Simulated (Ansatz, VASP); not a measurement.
Two plane-wave programs on Si16Ge

```
CELL_PARAMETERS angstrom
0.00000 5.43000 5.43000
5.43000 0.00000 5.43000
5.43000 5.43000 0.00000
ATOMIC_POSITIONS crystal
Si 0.00016 0.99994 0.00021
Si 0.12438 0.12416 0.12443
Si 0.00469 0.00448 0.49567
Si 0.12439 0.12419 0.62748
Si 0.00470 0.49540 0.00475
Si 0.12439 0.62724 0.12444
Si 0.00467 0.49542 0.49568
Si 0.13674 0.62110 0.62114
Si 0.49562 0.00448 0.00473
Si 0.62744 0.12419 0.12443
Si 0.49564 0.00445 0.49569
Si 0.62125 0.13645 0.62126
Si 0.49563 0.49541 0.00472
Si 0.62111 0.62108 0.13681
Si 0.50026 0.49990 0.50033
Si 0.62132 0.62120 0.62134
Ge 0.75033 0.74985 0.75044
```

Alike in both runs: functional PBE; dispersion D3(BJ); k mesh 2 × 2 × 2; occupations gaussian, width 0.05 eV; no spin polarisation.

Ansatz relaxed the structure, and its values are those at the end. VASP's run is a single point on that final structure, the one shown.

|  | VASP | Ansatz |
| --- | --- | --- |
| version | VASP 6.6.1 | Ansatz 0.2.0 |
| potentials or method | VASP PAW PBE potentials, release 64 (Si, Ge_d), cutoff 520 eV | scalar-relativistic, plane waves, PAW |
| valence electrons in the cell | 78 | 78 |

```tsv
	VASP	Ansatz	Ansatz less VASP
rms of the force components (eV/Å)	0.008	0.008	-0.0001
```

The k mesh is coarse, so the values compare programs but aren't converged.
